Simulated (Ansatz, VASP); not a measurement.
# One calculation of MnAs, two programs

```xyz
4
Lattice="3.7100 0.0000 0.0000 -1.8550 3.2130 0.0000 0.0000 0.0000 5.6910" Properties=species:S:1:pos:R:3 pbc="T T T"
Mn    0.0000    0.0000    0.0000
Mn    0.0000    0.0000    2.8455
As    0.0000    2.1420    1.4227
As    1.8550    1.0710    4.2683
```

Alike in both runs: task single point; functional PBEsol; k mesh 7 × 7 × 4; occupations methfessel-paxton of order 1, width 0.3 eV; collinear spin.

|  | VASP | Ansatz |
| --- | --- | --- |
| version | VASP 6.6.1 | Ansatz 0.2.0 |
| potentials or method | VASP PAW PBE potentials, release 64 (Mn_pv, As) | plane waves, PAW |
| plane-wave cutoff (eV) | 520 | 420 |
| valence electrons in the cell | 36 | 60 |

Ansatz gave:

| Property | Result |
| --- | --- |
| net moment per atom (μB) | 1.56 |
| size of the moment on the site where the two differ most (μB) | 3.12 |

**Question.** Which values does VASP return?

**Answer.** net moment per atom (μB): 1.56; size of the moment on the site where the two differ most (μB): 3.17.

VASP's potentials were made for PBE, not for PBEsol. Site moments also hang on the region over which each program counts them. VASP's potentials hold 36 valence electrons a cell and Ansatz's 60, so a difference there can come from the potentials and not from the codes. Ansatz's warnings: stability check not made.
